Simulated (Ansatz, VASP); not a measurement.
One calculation of BN, two programs

File INCAR:

```
SYSTEM = BN
PREC = Accurate ; ENCUT = 520
EDIFF = 1E-7 ; ISMEAR = -1
SIGMA = 0.05 ; LREAL = .FALSE.
LASPH = .TRUE. ; NELM = 80
ALGO = Normal ; ISIF = 2
LWAVE = .FALSE. ; LCHARG = .FALSE.
GGA = PS ; NBANDS = 11
```

Contents of KPOINTS:

```
Automatic mesh
0
G
  13 13 13
  0 0 0
```

Contents of POSCAR:

```
BN
1.0
    0.0000000000      3.5638688387      2.2085744028
    1.2761801381      0.0000000000      2.2085744028
    1.2761801381      3.5638688387      0.0000000000
N B
1 1
Direct
    0.6666513400      0.6666513400      0.3333486600
    0.0000486500      0.0000486500      0.9999513500
```

input.yaml

```yaml
crystal:
  lattice:
    - [0.0, 3.5638688387, 2.2085744028]
    - [1.2761801381, 0.0, 2.2085744028]
    - [1.2761801381, 3.5638688387, 0.0]
  atoms:
    - { symbol: "N", position: [0.66665134, 0.66665134, 0.33334866] }
    - { symbol: B, position: [4.865e-05, 4.865e-05, 0.99995135] }
hamiltonian:
  xc: pbesol
  pseudopotentials: { kind: paw }
kpoints:
  mp_grid: { grid: [13, 13, 13] }
scf:
  occupations: { method: fermi_dirac, width: 0.05 }
output:
  forces: true
  stress: true
  eigenvalues: true
```

Alike in both runs: task single point; functional PBEsol; k mesh 13 × 13 × 13; occupations fermi-dirac, width 0.05 eV; no spin polarisation.

|  | VASP | Ansatz |
| --- | --- | --- |
| version | VASP 6.6.1 | Ansatz 0.2.0 |
| potentials or method | VASP PAW PBE potentials, release 64 (N, B) | Ansatz PAW |
| plane-wave cutoff (eV) | 520 | 420 |
| valence electrons in the cell | 8 | 8 |

```tsv
	VASP	Ansatz	Ansatz less VASP
gap on the k mesh at the Fermi level (eV)	3.75	3.76	+0.009
least direct gap on the mesh (eV)	4.45	4.46	+0.006
pressure (GPa)	-11.4	-11.6	-0.25
traceless stress, the component that is largest in VASP (GPa)	11.24	11.62	+0.380
rms of the force components (eV/Å)	0.004	0.004	-0.0001
```

VASP's potentials were made for PBE, not for PBEsol. Atom by atom the forces differ by 0.000 eV/Å (rms over components).

Noted on Ansatz's run: odd divisions of the mesh miss points on the zone boundary, where band edges often lie, so the gap on the mesh can be too wide.
